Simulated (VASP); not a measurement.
**Cs7Pb8Br23 (a cell with a defect): single point with PBEsol**

Cs7Pb8Br23 (a cell with a defect):

```
Cs Pb Br
1.0
    11.76333    0.00000    0.00000
     0.00000   11.76333    0.00000
     0.00000    0.00000   11.76333
Cs Pb Br
7 8 23
Direct
  0.99177 0.00921 0.00697
  0.00555 0.96820 0.50231
  0.00118 0.52623 0.00185
  0.94840 0.50509 0.50511
  0.51729 0.99522 0.99311
  0.53476 0.97174 0.48156
  0.51518 0.52881 0.99019
  0.24795 0.25648 0.26725
  0.24407 0.25865 0.73627
  0.25315 0.75144 0.24780
  0.25116 0.75409 0.75033
  0.75234 0.24464 0.25040
  0.74889 0.24622 0.75440
  0.75361 0.74408 0.24681
  0.75079 0.74728 0.74803
  0.17826 0.27484 0.50029
  0.21256 0.77462 0.00054
  0.27330 0.78128 0.49968
  0.73977 0.20548 0.00278
  0.78032 0.24960 0.50209
  0.77982 0.77553 0.99764
  0.73411 0.73256 0.49748
  0.00881 0.27218 0.20197
  0.00502 0.26392 0.80364
  0.00381 0.71615 0.27853
  0.00144 0.73083 0.71793
  0.50104 0.19858 0.25474
  0.49607 0.22803 0.76838
  0.50389 0.78114 0.21575
  0.50119 0.77003 0.78462
  0.21457 0.00518 0.24691
  0.22331 0.00759 0.76165
  0.27250 0.49642 0.19648
  0.25678 0.50002 0.80150
  0.78849 0.99426 0.27310
  0.76742 0.99670 0.72217
  0.74301 0.49502 0.20877
  0.75531 0.49725 0.78389
```

```
Program                : VASP 6.6.1
Task                   : single point
Functional             : PBEsol
Potentials or basis    : VASP PAW PBE potentials, release 64 (Cs_sv, Pb_d, Br)
Cutoff                 : 520 eV
k mesh                 : 1 × 1 × 1, shifted
Occupations            : fermi-dirac, width 0.05 eV
Spin                   : no spin polarisation
Dipole correction      : no
Further INCAR settings : LREAL = Auto; ALGO = Normal; EDIFF = 1e-06; NBANDS = 193; ISYM = 0
```

```json
{"Pressure": "-0.5 GPa", "Largest force": "0.032 eV/Å", "Band gap on the k mesh": "2.58 eV"}
```

Forces on the atoms (eV/Å):
```
Cs  -0.001  0.000 -0.005
Cs   0.007  0.003 -0.005
Cs  -0.001  0.004  0.001
Cs   0.001 -0.009  0.001
Cs  -0.003  0.010  0.003
Cs  -0.002  0.008  0.010
Cs  -0.012  0.010  0.012
Pb   0.019 -0.005 -0.018
Pb   0.010 -0.009 -0.009
Pb  -0.005 -0.004  0.003
Pb  -0.005  0.006  0.015
Pb  -0.029 -0.010 -0.009
Pb   0.004  0.008  0.008
Pb   0.008 -0.001  0.002
Pb   0.012  0.000  0.006
Br  -0.006 -0.011  0.019
Br  -0.001 -0.009 -0.007
Br   0.002  0.012  0.006
Br  -0.009  0.002 -0.019
Br  -0.005  0.011  0.007
Br   0.006 -0.008 -0.003
Br   0.001  0.001 -0.013
Br   0.002  0.002  0.000
Br   0.003  0.010 -0.002
Br   0.002  0.004  0.003
Br  -0.002 -0.006  0.003
Br   0.012 -0.004  0.007
Br  -0.001 -0.009 -0.007
Br  -0.002 -0.002 -0.004
Br   0.007  0.007 -0.006
Br  -0.010  0.004 -0.005
Br  -0.006  0.001 -0.008
Br   0.001  0.003  0.001
Br   0.015  0.002  0.005
Br  -0.007  0.007 -0.011
Br  -0.005 -0.022  0.009
Br   0.005 -0.004  0.009
Br  -0.004  0.002  0.002
```

Stress tensor (GPa, compression positive):
```
-0.60 -0.02  0.00
-0.02 -0.49 -0.02
 0.00 -0.02 -0.44
```

Levels at points of the mesh, in eV from the valence-band top:
| k point | band 164 | band 165 | band 166 | band 167 | band 168 | band 169 | band 170 | band 171 | band 172 | band 173 |
| --- | --- | --- | --- | --- | --- | --- | --- | --- | --- | --- |
| (0.25, 0.25, 0.25) | -0.55 | -0.40 | -0.31 | -0.28 | -0.01 | 2.58 | 3.03 | 3.07 | 3.21 | 3.29 |

Run time: 61 min on 1 thread of AMD EPYC 7R13 Processor (Zen 3), with other jobs on the host, peak memory 1.8 GiB.

Caveat: the PAW data sets were made with another functional, which shifts forces and pressure a little; spin-orbit coupling is left out, which moves the levels of the heavy elements.
